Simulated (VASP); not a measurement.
# ZrB2: single point with PBE

The system is ZrB2.

```xyz
3
Lattice="3.0455 0.0000 0.0000 -1.5227 2.6375 0.0000 0.0000 0.0000 3.3799" Properties=species:S:1:pos:R:3 pbc="T T T"
Zr    0.0000    0.0000    0.0000
B     0.0000    1.7583    1.6899
B     1.5227    0.8792    1.6899
```

This cell differs from its parent crystal: volume scaled by 0.88, then relaxed in part.

- Program: VASP 6.6.1
- Task: single point
- Functional: PBE
- Potentials or basis: VASP PAW PBE potentials, release 64 (Zr_sv, B)
- Cutoff: 520 eV
- k mesh: 18 × 18 × 12
- Occupations: gaussian, width 0.1 eV
- Spin: no spin polarisation
- Dipole correction: no
- Further INCAR settings: ALGO = Normal; EDIFF = 1e-06; NBANDS = 16

- Pressure: 39.3 GPa
- Band gap on the k mesh: zero (band 9 reaches 12.79 eV, above the bottom of band 10 at 11.40 eV)

Stress tensor (GPa, compression positive):
```
39.23  0.00  0.00
 0.00 39.23  0.00
 0.00  0.00 39.44
```

Levels at points of the mesh, in eV from the Fermi level:
| k point | band 5 | band 6 | band 7 | band 8 | band 9 | band 10 | band 11 | band 12 | band 13 | band 14 |
| --- | --- | --- | --- | --- | --- | --- | --- | --- | --- | --- |
| (0.00, 0.00, 0.00) | -13.33 | -2.97 | -2.97 | -2.92 | -2.26 | 3.94 | 3.94 | 4.83 | 4.83 | 5.57 |
| (0.50, 0.00, 0.00) | -9.56 | -8.56 | -4.37 | -3.25 | -3.11 | 2.45 | 2.63 | 5.70 | 5.85 | 7.34 |
| (0.00, 0.00, 0.50) | -10.74 | -7.32 | -1.09 | -1.09 | 0.28 | 0.28 | 0.83 | 0.83 | 2.18 | 5.27 |
| (0.50, 0.00, 0.50) | -10.59 | -7.12 | -5.14 | -4.60 | -1.70 | 4.43 | 4.68 | 6.17 | 7.46 | 7.54 |

It took 57 s on 1 thread of Intel Xeon 6975P-C, on a shared host, peak memory 0.23 GiB.
